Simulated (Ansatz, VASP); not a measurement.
**Two plane-wave programs on HfC**

```
Hf C
1.0
     3.47548    0.00000    0.00000
    -1.73774    3.00985    0.00000
     0.00000    0.00000    5.40911
Hf C
2 2
Direct
  0.66667 0.33333 0.75000
  0.33333 0.66667 0.25000
  0.00000 0.00000 0.00000
  0.00000 0.00000 0.50000
```

Alike in both runs: task single point; functional LDA; k mesh 15 × 15 × 8; occupations gaussian, width 0.1 eV; no spin polarisation.

|  | VASP | Ansatz |
| --- | --- | --- |
| version | VASP 6.6.1 | Ansatz 0.2.0 |
| potentials or method | VASP PAW LDA potentials, release 64 (Hf_pv, C), cutoff 600 eV | scalar-relativistic, plane waves, PAW |
| valence electrons in the cell | 28 | 60 |

```csv
,VASP,Ansatz,Ansatz less VASP
gap on the k mesh at the Fermi level (eV),none,none,-
pressure (GPa),-31.8,-31.5,+0.25
"traceless stress, the component that is largest in VASP (GPa)",1.77,1.80,+0.028
```

LDA's correlation is that of Perdew and Zunger in VASP and of Perdew and Wang (1992) in Ansatz. A gap of «none» marks a metal or a gap that the smearing closes. Both programs put the cell under strong tension, so it lies far from rest at this level. VASP's potentials hold 28 valence electrons a cell and Ansatz's 60, so a difference there can come from the potentials and not from the codes.

Spin-orbit coupling is off throughout. Noted on VASP's run: the cell as given lies far from equilibrium.
